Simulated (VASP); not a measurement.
Crystal: Lu3F2.

```
Lu F
1.0
     4.35352    0.00000    0.00000
    -2.17676    3.77026    0.00000
     0.00000    0.00000    5.55185
Lu F
3 2
Cartesian
  0.0000 2.5135 3.7399
  2.1768 1.2568 1.8119
  0.0000 0.0000 0.0000
  0.0000 2.5135 1.1054
  2.1768 1.2568 4.4464
```

The cell was generated, and may not be a known phase.

* Program: VASP 6.6.1
* Task: relaxation of cell and atoms
* Functional: PBE
* Potentials or basis: VASP PAW PBE potentials, release 64 (Lu, F)
* Cutoff: 600 eV
* k mesh: 6 × 6 × 4
* Occupations: gaussian, width 0.1 eV
* Spin: no spin polarisation

At the start: pressure 8.6 GPa; volume 18.23 Å³/atom.

Q: Where does the relaxation end?

A: Over 32 steps the energy falls by 566.9 meV/atom and the volume is 18.65 Å³/atom (+2.3 %); space group P-3m1 (No. 164, to 0.1 Å) before and after.

Step by step:
| step | energy change (eV) | largest force (eV/Å) | pressure (GPa) | volume (Å³) |
| --- | --- | --- | --- | --- |
| 1 | 0.0000 | 0.7611 | 8.65 | 91.13 |
| 2 | -0.4136 | 0.3090 | 0.51 | 104.72 |
| 3 | -0.4198 | 0.2595 | -0.36 | 106.85 |
| 4 | -0.4588 | 0.1400 | -0.37 | 106.71 |
| 5 | -0.6204 | 0.3083 | -0.32 | 106.10 |
| 6 | -1.0021 | 1.5703 | -0.46 | 104.17 |
| 7 | -0.8658 | 4.7915 | 1.12 | 97.72 |
| 8 | -1.0807 | 3.2114 | 0.15 | 101.44 |
| 9 | -1.0840 | 3.2354 | 0.12 | 101.43 |
| 10 | -1.0932 | 3.3065 | 0.09 | 101.39 |
| 11 | -1.1103 | 3.4445 | 0.01 | 101.31 |
| 12 | -1.1373 | 3.6949 | -0.32 | 101.11 |
| 13 | -1.1589 | 4.1174 | -0.85 | 100.56 |
| 14 | -1.2103 | 4.0941 | -1.07 | 100.49 |
| 15 | -1.3599 | 3.9977 | -1.62 | 100.24 |
| 16 | -1.6267 | 3.6891 | -2.71 | 99.65 |
| 17 | -1.9518 | 2.8033 | -5.03 | 98.09 |
| 18 | -1.9799 | 2.4566 | -5.82 | 97.48 |
| 19 | -2.1348 | 2.2690 | -4.64 | 95.84 |
| 20 | -2.4674 | 1.6477 | -0.62 | 91.05 |
| 21 | -2.4527 | 0.3951 | 10.88 | 81.94 |
| 22 | -2.5781 | 1.0226 | 4.18 | 86.60 |
| 23 | -2.6640 | 0.7349 | 2.92 | 87.92 |
| 24 | -2.7849 | 0.0305 | -0.48 | 91.95 |
| 25 | -2.7873 | 0.0896 | -0.95 | 92.58 |
| 26 | -2.8254 | 0.1046 | -0.17 | 92.58 |
| 27 | -2.8328 | 0.1234 | 0.33 | 92.57 |
| 28 | -2.8328 | 0.1252 | 0.38 | 92.57 |
| 29 | -2.8344 | 0.0682 | 0.02 | 92.96 |
| 30 | -2.8347 | 0.0461 | -0.04 | 93.12 |
| 31 | -2.8345 | 0.0361 | -0.37 | 93.43 |
| 32 | -2.8347 | 0.0347 | -0.17 | 93.23 |

Final structure:
```cif
data_structure
_symmetry_space_group_name_H-M 'P 1'
_symmetry_Int_Tables_number 1
_cell_length_a 3.6837
_cell_length_b 3.6837
_cell_length_c 7.9330
_cell_angle_alpha 90.000
_cell_angle_beta 90.000
_cell_angle_gamma 120.000
_cell_volume 93.23
loop_
_atom_site_label
_atom_site_type_symbol
_atom_site_fract_x
_atom_site_fract_y
_atom_site_fract_z
_atom_site_occupancy
Lu1 Lu 0.33333 0.66667 0.66313 1
Lu2 Lu 0.66667 0.33333 0.33687 1
Lu3 Lu 0.00000 0.00000 0.00000 1
F1 F 0.33333 0.66667 0.18727 1
F2 F 0.66667 0.33333 0.81273 1
```

Caveat: a cell axis changed by over 15 % at a fixed basis, so the end point is rough; an odd number of electrons without spin polarisation forces a metal; a magnetic or distorted state may lie lower.
